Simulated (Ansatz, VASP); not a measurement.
# Two plane-wave programs on BaTe

```
Ba Te
1.0
     0.00000    3.41000    3.41000
     3.41000    0.00000    3.41000
     3.41000    3.41000    0.00000
Ba Te
1 1
Direct
  0.00000 0.00000 0.00000
  0.47067 0.52933 0.52933
```

Alike in both runs: task single point; functional PBE; k mesh 4 × 4 × 4; no spin polarisation.

```csv
,VASP,Ansatz
version,VASP 6.6.1,Ansatz 0.2.0
potentials or method,"VASP PAW PBE potentials, release 64 (Ba_sv, Te)","plane waves, PAW"
plane-wave cutoff (eV),520,420
occupations,"gaussian, width 0.01 eV",fixed
valence electrons in the cell,16,26
```

```tsv
	VASP	Ansatz	Ansatz less VASP
rms of the force components (eV/Å)	0.380	0.364	-0.0158
```

Atom by atom the forces differ by 0.016 eV/Å (rms over components). VASP's potentials hold 16 valence electrons a cell and Ansatz's 26, so a difference there can come from the potentials and not from the codes.

Neither program's run includes spin-orbit coupling.
